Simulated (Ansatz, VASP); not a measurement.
Two plane-wave programs on PtSe2

```xyz
3
Lattice="3.5304 0.0000 0.0000 -1.7652 3.0575 0.0000 0.0000 0.0000 7.3704" Properties=species:S:1:pos:R:3 pbc="T T T"
Pt    0.0000    0.0000    0.0000
Se    0.0000    2.0383    1.4755
Se    1.7652    1.0192    5.8950
```

Alike in both runs: task single point; functional PBE; k mesh 12 × 12 × 6; occupations gaussian, width 0.05 eV; no spin polarisation.

```csv
,VASP,Ansatz
version,VASP 6.6.1,Ansatz 0.2.0
potentials or method,"VASP PAW PBE potentials, release 64 (Pt, Se), cutoff 520 eV","scalar-relativistic, plane waves, PAW"
valence electrons in the cell,22,50
```

|  | VASP | Ansatz | Ansatz less VASP |
| --- | --- | --- | --- |
| gap on the k mesh at the Fermi level (eV) | 0.64 | 0.65 | +0.008 |
| least direct gap on the mesh (eV) | 1.05 | 1.06 | +0.008 |
| pressure (GPa) | 3.2 | 3.2 | +0.03 |
| traceless stress, the component that is largest in VASP (GPa) | -5.88 | -5.90 | -0.011 |
| rms of the force components (eV/Å) | 0.212 | 0.211 | -0.0002 |

Atom by atom the forces differ by 0.000 eV/Å (rms over components). With one functional, cell and mesh, what is left measures potentials, basis and numerics. VASP's potentials hold 22 valence electrons a cell and Ansatz's 50, so a difference there can come from the potentials and not from the codes.

Neither program's run includes spin-orbit coupling.
